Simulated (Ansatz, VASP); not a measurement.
## Ti: VASP beside Ansatz

```xyz
2
Lattice="2.9500 0.0000 0.0000 -1.4750 2.5548 0.0000 0.0000 0.0000 4.6800" Properties=species:S:1:pos:R:3 pbc="T T T"
Ti    0.0000    1.7032    1.1700
Ti    1.4750    0.8516    3.5100
```

Alike in both runs: task single point; functional RPBE; k mesh 11 × 11 × 6; occupations gaussian, width 0.05 eV; no spin polarisation.

|  | VASP | Ansatz |
| --- | --- | --- |
| version | VASP 6.6.1 | Ansatz 0.2.0 |
| potentials or method | VASP PAW PBE potentials, release 64 (Ti_sv) | plane waves, PAW |
| plane-wave cutoff (eV) | 500 | 420 |
| valence electrons in the cell | 24 | 24 |

```csv
,VASP,Ansatz,Ansatz less VASP
pressure (GPa),1.3,1.6,+0.31
"traceless stress, the component that is largest in VASP (GPa)",0.21,0.23,+0.020
```

VASP's potentials were made for PBE, not for RPBE. With one functional, cell and mesh, what is left measures potentials, basis and numerics.
